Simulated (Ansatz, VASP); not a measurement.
SiO2: VASP beside Ansatz

File POSCAR:

```
SiO2
1.0
   -4.4696193450      4.4696193450      4.4696193450
    4.4696193450     -4.4696193450      4.4696193450
    4.4696193450      4.4696193450     -4.4696193450
Si O
6 12
Direct
    0.5000000000      0.2500000000      0.7500000000
    0.5000000000      0.7500000000      0.2500000000
    0.2500000000      0.7500000000      0.5000000000
    0.7500000000      0.2500000000      0.5000000000
    0.2500000000      0.5000000000      0.7500000000
    0.7500000000      0.5000000000      0.2500000000
    0.3525239400      0.0000000000      0.6474760600
    0.6474760600      0.6474760600      0.2949521200
    0.3525239400      0.6474760600      0.0000000000
    0.3525239400      0.7050478800      0.3525239400
    0.6474760600      0.2949521200      0.6474760600
    0.0000000000      0.3525239400      0.6474760600
    0.7050478800      0.3525239400      0.3525239400
    0.6474760600      0.3525239400      0.0000000000
    0.0000000000      0.6474760600      0.3525239400
    0.2949521200      0.6474760600      0.6474760600
    0.3525239400      0.3525239400      0.7050478800
    0.6474760600      0.0000000000      0.3525239400
```

INCAR.step1

```
PREC = Accurate ; ENCUT = 520
ISMEAR = -1 ; SIGMA = 0.02
LREAL = Auto ; LASPH = True
NELM = 60 ; NBANDS = 63
GGA = PE ; ALGO = Normal
EDIFF = 1E-4 ; LWAVE = True
LCHARG = False
```

The input INCAR.step2:

```
PREC = Accurate ; ENCUT = 520
EDIFF = 1E-8 ; ISMEAR = -1
SIGMA = 0.02 ; LREAL = Auto
LASPH = True ; NELM = 60
ALGO = Normal ; ISIF = 2
LWAVE = False ; LCHARG = False
METAGGA = R2SCAN ; LMIXTAU = True
LEFG = True ; NBANDS = 63
ISTART = 1
```

The input KPOINTS:

```
regular mesh
0
Gamma
  4 4 4
```

Input for Ansatz:

```yaml
crystal:
  lattice:
    - [-4.469619345, 4.469619345, 4.469619345]
    - [4.469619345, -4.469619345, 4.469619345]
    - [4.469619345, 4.469619345, -4.469619345]
  atoms:
    - { symbol: Si, position: [0.5, 0.25, 0.75] }
    - { symbol: Si, position: [0.5, 0.75, 0.25] }
    - { symbol: Si, position: [0.25, 0.75, 0.5] }
    - { symbol: Si, position: [0.75, 0.25, 0.5] }
    - { symbol: Si, position: [0.25, 0.5, 0.75] }
    - { symbol: Si, position: [0.75, 0.5, 0.25] }
    - { symbol: O, position: [0.35252394, 0.0, 0.64747606] }
    - { symbol: O, position: [0.64747606, 0.64747606, 0.29495212] }
    - { symbol: O, position: [0.35252394, 0.64747606, 0.0] }
    - { symbol: O, position: [0.35252394, 0.70504788, 0.35252394] }
    - { symbol: O, position: [0.64747606, 0.29495212, 0.64747606] }
    - { symbol: O, position: [0.0, 0.35252394, 0.64747606] }
    - { symbol: O, position: [0.70504788, 0.35252394, 0.35252394] }
    - { symbol: O, position: [0.64747606, 0.35252394, 0.0] }
    - { symbol: O, position: [0.0, 0.64747606, 0.35252394] }
    - { symbol: O, position: [0.29495212, 0.64747606, 0.64747606] }
    - { symbol: O, position: [0.35252394, 0.35252394, 0.70504788] }
    - { symbol: O, position: [0.64747606, 0.0, 0.35252394] }
kpoints:
  mp_grid: { grid: [4, 4, 4] }
scf:
  occupations: { method: fermi_dirac, width: 0.02 }
hamiltonian:
  xc: r2scan
  pseudopotentials: { kind: paw }
output:
  forces: true
  stress: true
  populations: true
  efg: { quadrupole_moments_barn: { O: -0.02558 }, contact_densities: true }
  write_density: true
  write_potential: true
  elf: true
  volumetric_format: npy
```

Alike in both runs: task electric field gradients; functional r2SCAN; k mesh 4 × 4 × 4; occupations fermi-dirac, width 0.02 eV; no spin polarisation.

|  | VASP | Ansatz |
| --- | --- | --- |
| version | VASP 6.6.1 | Ansatz 0.2.0 |
| potentials or method | VASP PAW PBE potentials, release 64 (Si, O) | plane-wave PAW, scalar-relativistic |
| plane-wave cutoff (eV) | 520 | 500 |
| valence electrons in the cell | 96 | 96 |

VASP gave:

```
gap on the k mesh at the Fermi level (eV)            : 6.24
pressure (GPa)                                       : 0.2
rms of the force components (eV/Å)                   : 0.008
size of Vzz on the site where it differs most (V/Å²) : 92.1
```

Problem. Which values does Ansatz return?

Solution. gap on the k mesh at the Fermi level (eV): 6.25; pressure (GPa): 0.0; rms of the force components (eV/Å): 0.012; size of Vzz on the site where it differs most (V/Å²): 97.9.

VASP's potentials were made for PBE, not for r2SCAN. Atom by atom the forces differ by 0.004 eV/Å (rms over components). Ansatz's warnings: xc potential rough in thin density.
